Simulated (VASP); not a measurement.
Set up this calculation in VASP 6.6.1, as the native input.

| Quantity | Value |
| --- | --- |
| Task | single point |
| Functional | r2SCAN |
| Potentials or basis | VASP PAW PBE potentials, release 64 (Al) |
| Cutoff | 520 eV |
| k mesh | 4 × 4 × 4 |
| Occupations | gaussian, width 0.1 eV |
| Spin | no spin polarisation |
| Dipole correction | no |
| Further INCAR settings | ALGO = Normal; EDIFF = 1e-07; NBANDS = 28; ISYM = 0 |

The system is Al.

```xyz
11
Lattice="5.7041 0.7699 0.0319 0.7834 6.0081 -0.6490 0.0583 -0.6585 5.6569" Properties=species:S:1:pos:R:3 pbc="T T T"
Al    0.8540    3.4908    5.2307
Al    3.6157    3.8696    5.2336
Al    0.7883    3.8972    2.3462
Al    5.2701    2.3954    3.5595
Al    5.2414    2.7241    0.7307
Al    1.2497   -0.2031    4.7334
Al    3.5871    4.2230    2.3523
Al    1.2212    0.1501    1.8521
Al    3.9829    0.5294    1.8556
Al    2.4181    2.0099    3.5430
Al    4.0484    0.1227    4.7399
```

The input as run:

POSCAR

```
Al
1.0
    5.7041299117      0.7698895812      0.0318782009
    0.7834455387      6.0081216807     -0.6490399359
    0.0583286317     -0.6584542450      5.6569027725
Al
11
Direct
    0.0453672658      0.6851159471      1.0030020248
    0.5294317486      0.6859129052      1.0008862001
    0.0372652697      0.6980977369      0.4946404652
    0.8675973413      0.3604716682      0.6657013577
    0.8676863101      0.3603601497      0.1656224937
    0.2061402863      0.0317580812      0.8392301641
    0.5292063955      0.6889799956      0.4918946107
    0.2059313717      0.0347882983      0.3302392180
    0.6899875636      0.0356747525      0.3282309715
    0.3676137505      0.3603648867      0.6655821890
    0.6980712288      0.0226597018      0.8365551372
```

INCAR.step1

```
PREC = Accurate ; ENCUT = 520
ISMEAR = 0 ; SIGMA = 0.1
LREAL = False ; LASPH = True
NELM = 60 ; NBANDS = 28
ISYM = 0 ; GGA = PE
ALGO = Normal ; EDIFF = 1E-4
LWAVE = True ; LCHARG = False
```

INCAR.step2

```
PREC = Accurate ; ENCUT = 520
EDIFF = 1E-7 ; ISMEAR = 0
SIGMA = 0.1 ; LREAL = False
LASPH = True ; NELM = 60
ALGO = Normal ; ISIF = 2
LWAVE = False ; LCHARG = False
METAGGA = R2SCAN ; LMIXTAU = True
NBANDS = 28 ; ISYM = 0
ISTART = 1
```

KPOINTS

```
Automatic mesh
0
Gamma
  4 4 4
```

Potentials or basis: VASP PAW PBE potentials, release 64 (Al).

The run is started by

```console
$ cat potpaw_PBE.64/Al/POTCAR > POTCAR
$ cp INCAR.step1 INCAR
$ mpirun -np 1 vasp_std > vasp.out
$ cp INCAR.step2 INCAR
$ mpirun -np 1 vasp_std > vasp.out
```

Results of the run:

```
Pressure               : -0.3 GPa
Largest force          : 0.036 eV/Å
Band gap on the k mesh : zero (an odd number of electrons rules out a gap without spin polarisation)
```

Caveat: the PAW data sets were made with another functional, which shifts forces and pressure a little.

It took 18 min on 1 thread of Intel Xeon 8259CL, with other jobs on the host, peak memory 0.38 GiB.
